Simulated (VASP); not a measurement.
# YMg2O2: single point with PBE

Crystal: YMg2O2.

```xyz
5
Lattice="3.1787 0.0000 0.0000 -1.5893 2.7528 0.0000 0.0000 0.0000 8.1028" Properties=species:S:1:pos:R:3 pbc="T T T"
Y     0.0000    0.0000    0.0000
Mg    0.0000    1.8352    5.3264
Mg    1.5893    0.9176    2.7764
O     1.5893    0.9176    6.5270
O     0.0000    1.8352    1.5759
```

The cell was built from a structure type or drawn by symmetry, and may not be a known phase.

* Program: VASP 6.6.1
* Task: single point
* Functional: PBE
* Potentials or basis: VASP PAW PBE potentials, release 64 (Y_sv, Mg, O)
* Cutoff: 520 eV
* k mesh: 12 × 12 × 6
* Occupations: gaussian, width 0.1 eV
* Spin: no spin polarisation

```json
{
  "Pressure": "-0.2 GPa",
  "Largest force": "0.027 eV/Å",
  "Band gap on the k mesh": "zero (an odd number of electrons rules out a gap without spin polarisation)"
}
```

Forces in eV/Å, atoms in the order of the input:
```
Y    0.000  0.000  0.000
Mg   0.000  0.000  0.012
Mg   0.000  0.000 -0.012
O    0.000  0.000 -0.027
O    0.000  0.000  0.027
```

Levels at points of the mesh, in eV from the Fermi level:
```tsv
k point	band 12	band 13	band 14	band 15	band 16	band 17
(0.00, 0.00, 0.00)	-4.42	-4.31	0.24	1.16	1.51	2.18
(0.50, 0.00, 0.00)	-4.80	-1.23	-0.35	0.12	3.25	3.89
(0.00, 0.00, 0.50)	-4.42	-3.30	-0.86	0.72	2.18	2.18
(0.50, 0.00, 0.50)	-4.80	-1.24	-0.47	0.05	3.35	4.59
```

Run time: 3.4 min on 1 thread of Intel Xeon 8259CL, on a shared host, peak memory 0.31 GiB.

Caveat: an odd number of electrons without spin polarisation forces a metal; a magnetic or distorted state may lie lower.
